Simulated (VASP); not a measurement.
Set up this calculation in VASP 6.6.1, as the native input.

* Task: single point
* Functional: PBEsol
* Potentials or basis: VASP PAW PBE potentials, release 64 (Pb_d)
* Cutoff: 520 eV
* k mesh: 7 × 7 × 4
* Occupations: fermi-dirac, width 0.05 eV
* Spin: no spin polarisation
* Dipole correction: no
* Further INCAR settings: ALGO = Normal; EDIFF = 1e-07; NBANDS = 21

The structure of Pb lies in POSCAR:

```
Pb
1.0
    3.4800000000      0.0000000000      0.0000000000
   -1.7400000000      3.0137684052      0.0000000000
    0.0000000000      0.0000000000      5.5341000000
Pb
2
Direct
    0.6666666667      0.3333333333      0.7500000000
    0.3333333333      0.6666666667      0.2500000000
```

The input as run:

INCAR

```
SYSTEM = Pb
PREC     = Accurate       ! precision mode
ENCUT    = 520            ! plane-wave cutoff, eV
EDIFF    = 1E-7           ! SCF threshold, eV
ISMEAR   = -1             ! smearing method
SIGMA    = 0.05           ! smearing width, eV
LREAL    = .FALSE.        ! projectors in reciprocal space
LASPH    = .TRUE.         ! aspherical terms in the spheres
NELM     = 60             ! most SCF steps
ALGO     = Normal         ! electronic algorithm
ISIF     = 2              ! what is computed and relaxed
LWAVE    = .FALSE.        ! write WAVECAR
LCHARG   = .FALSE.        ! write CHGCAR
GGA      = PS             ! functional
NBANDS   = 21             ! bands
```

KPOINTS

```
Automatic mesh
0
G
  7 7 4
  0 0 0
```

Potentials or basis: VASP PAW PBE potentials, release 64 (Pb_d).

Run with:

```bash
$ cat potpaw_PBE.64/Pb_d/POTCAR > POTCAR
$ mpirun -np 1 vasp_std > vasp.out
```

Results of the run:

```json
{"Pressure": "1.2 GPa", "Band gap on the k mesh": "zero (band 14 reaches 13.09 eV, above the bottom of band 15 at 6.58 eV)"}
```

Caveat: the PAW data sets were made with another functional, which shifts forces and pressure a little; spin-orbit coupling is left out, which moves the levels of the heavy elements.

Run time: 48 s on 1 thread of Intel Xeon 8259CL, with other jobs on the host, peak memory 0.18 GiB.
